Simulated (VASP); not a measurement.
Set up this calculation in VASP 6.6.1, as the native input.

```
Task                   : single point
Functional             : PBE
Potentials or basis    : VASP PAW PBE potentials, release 64 (Hf_pv, N)
Cutoff                 : 520 eV
k mesh                 : 18 × 18 × 18
Occupations            : gaussian, width 0.15 eV
Spin                   : no spin polarisation
Dipole correction      : no
Further INCAR settings : ALGO = Normal; EDIFF = 1e-07; NBANDS = 14
```

The structure of HfN lies in POSCAR:

```
HfN
1.0
    0.0000000000      2.3493600000      2.4397200000
    2.3493600000      0.0000000000      2.4397200000
    2.3493600000      2.3493600000      0.0000000000
Hf N
1 1
Direct
    0.0000000000      0.0000000000      0.0000000000
    0.5000000000      0.5000000000      0.5000000000
```

This cell differs from its parent crystal: strain +0.040 along x and y, +0.080 along z.

One way to write it, as run:

INCAR

```
PREC = Accurate
ENCUT = 520
EDIFF = 1E-7
ISMEAR = 0
SIGMA = 0.15
LREAL = False
LASPH = True
NELM = 60
ALGO = Normal
ISIF = 2
LWAVE = False
LCHARG = False
GGA = PE
NBANDS = 14
```

KPOINTS

```
regular mesh
0
Gamma
  18 18 18
```

Potentials or basis: VASP PAW PBE potentials, release 64 (Hf_pv, N).

Launch:

```bash
$ cat potpaw_PBE.64/Hf_pv/POTCAR potpaw_PBE.64/N/POTCAR > POTCAR
$ mpirun -np 1 vasp_std > vasp.out
```

It gave:

* Pressure: -27.9 GPa
* Band gap on the k mesh: zero (an odd number of electrons rules out a gap without spin polarisation)

Caveat: the cell differs from its parent crystal (strain +0.040 along x and y, +0.080 along z); the stress differs along the axes, from -33 to -26 GPa; spin-orbit coupling is left out, which moves the levels of the heavy elements; an odd number of electrons without spin polarisation forces a metal; a magnetic or distorted state may lie lower.

Run time: 110 s on 1 thread of Intel(R) Xeon(R) Platinum 8488C (Sapphire Rapids), on a shared host, peak memory 0.31 GiB.
